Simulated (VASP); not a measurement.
Write the native input for VASP 6.6.1 that does the following.

```yaml
Task: relaxation of cell and atoms
Functional: PBE
Potentials_or_basis: VASP PAW PBE potentials, release 64 (H, Mo_sv)
Cutoff: 600 eV
k_mesh: 6 × 6 × 6
Occupations: gaussian, width 0.1 eV
Spin: no spin polarisation
Dipole_correction: no
Further_INCAR_settings: ALGO = Normal; EDIFF = 1e-06; IBRION = 2; EDIFFG = -0.04; NSW = 90; ISIF = 3
```

The structure of MoH5 lies in POSCAR:

```
MoH5
1.0
    4.4283045800      0.0000000000      0.0000000000
   -2.2141522900      3.8350242600      0.0000000000
    0.0000000000      0.0000000000      3.6163567400
H Mo
5 1
Direct
    0.3333333300      0.6666666700      0.0000000000
    0.6666666700      0.3333333300      0.0000000000
    0.5000000000      0.0000000000      0.5000000000
    0.5000000000      0.5000000000      0.5000000000
    0.0000000000      0.5000000000      0.5000000000
    0.0000000000      0.0000000000      0.0000000000
```

One way to write it, as run:

INCAR

```
SYSTEM = MoH5
PREC = Accurate
ENCUT = 600
EDIFF = 1E-6
ISMEAR = 0
SIGMA = 0.1
LREAL = .False.
LASPH = .True.
NELM = 100
ALGO = Normal
ISIF = 3
LWAVE = .False.
LCHARG = .False.
GGA = PE
IBRION = 2
NSW = 90
EDIFFG = -0.04
```

KPOINTS

```
Automatic mesh
0
Gamma
  6 6 6
  0 0 0
```

Potentials or basis: VASP PAW PBE potentials, release 64 (H, Mo_sv).

Run with:

```sh
$ cat potpaw_PBE.64/H/POTCAR potpaw_PBE.64/Mo_sv/POTCAR > POTCAR
$ mpirun -np 1 vasp_std > vasp.out
```

Results of the run:

```json
{
 "Relaxed volume": "4.78 Å³/atom",
 "Relaxed cell": "a = 3.324 Å, b = 3.324 Å, c = 2.999 Å, α = 90.00°, β = 90.00°, γ = 120.00°",
 "Space group after relaxing (to 0.05 Å)": "P6/mmm (No. 191)",
 "Energy gained by relaxing": "1048.7 meV/atom",
 "Ionic steps": "10",
 "Pressure after relaxing": "-0.3 GPa"
}
```

Caveat: the volume moved by over 15 % at a fixed basis, so the end points are rough.

It took 2.6 min on 1 thread of Intel(R) Xeon(R) Platinum 8488C (Sapphire Rapids), with other jobs on the host, peak memory 0.23 GiB.
